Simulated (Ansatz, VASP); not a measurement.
**Cd in VASP and in Ansatz**

The input INCAR:

```
SYSTEM = Cd
PREC = Accurate
ENCUT = 520
EDIFF = 1E-8
ISMEAR = -1
SIGMA = 0.08
LREAL = .False.
LASPH = .True.
NELM = 60
ALGO = Normal
ISIF = 2
LWAVE = .False.
LCHARG = .False.
GGA = PE
LEFG = .True.
NBANDS = 19
```

The input KPOINTS:

```
regular mesh
0
Gamma
  9 9 9
  0 0 0
```

File POSCAR:

```
Cd
1.0
    0.0000000000      3.2833788727      3.2833788727
    3.2833788727      0.0000000000      3.2833788727
    3.2833788727      3.2833788727      0.0000000000
Cd
2
Direct
    0.0000000000      0.0000000000      0.0000000000
    0.2500000000      0.2500000000      0.2500000000
```

Input for Ansatz:

```yaml
crystal:
  lattice:
    - [0.0, 3.2833788727, 3.2833788727]
    - [3.2833788727, 0.0, 3.2833788727]
    - [3.2833788727, 3.2833788727, 0.0]
  atoms:
    - { symbol: Cd, position: [0.0, 0.0, 0.0] }
    - { symbol: Cd, position: [0.25, 0.25, 0.25] }
kpoints:
  mp_grid: { grid: [9, 9, 9] }
scf:
  occupations: { method: fermi_dirac, width: 0.08 }
hamiltonian:
  xc: pbe
  pseudopotentials: { kind: paw }
output:
  forces: true
  stress: true
  eigenvalues: true
  efg: { contact_densities: true }
```

Change from the starting cell: volume scaled by 0.95, PAW files.

Alike in both runs: task electric field gradients; functional PBE; k mesh 9 × 9 × 9; occupations fermi-dirac, width 0.08 eV; no spin polarisation.

|  | VASP | Ansatz |
| --- | --- | --- |
| version | VASP 6.6.1 | Ansatz 0.2.0 |
| potentials or method | VASP PAW PBE potentials, release 64 (Cd) | PAW with Ansatz's default frozen-core files, scalar-relativistic |
| plane-wave cutoff (eV) | 520 | 420 |
| valence electrons in the cell | 24 | 40 |

```csv
,VASP,Ansatz,Ansatz less VASP
pressure (GPa),1.0,0.8,-0.17
```

VASP's potentials hold 24 valence electrons a cell and Ansatz's 40, so a difference there can come from the potentials and not from the codes.
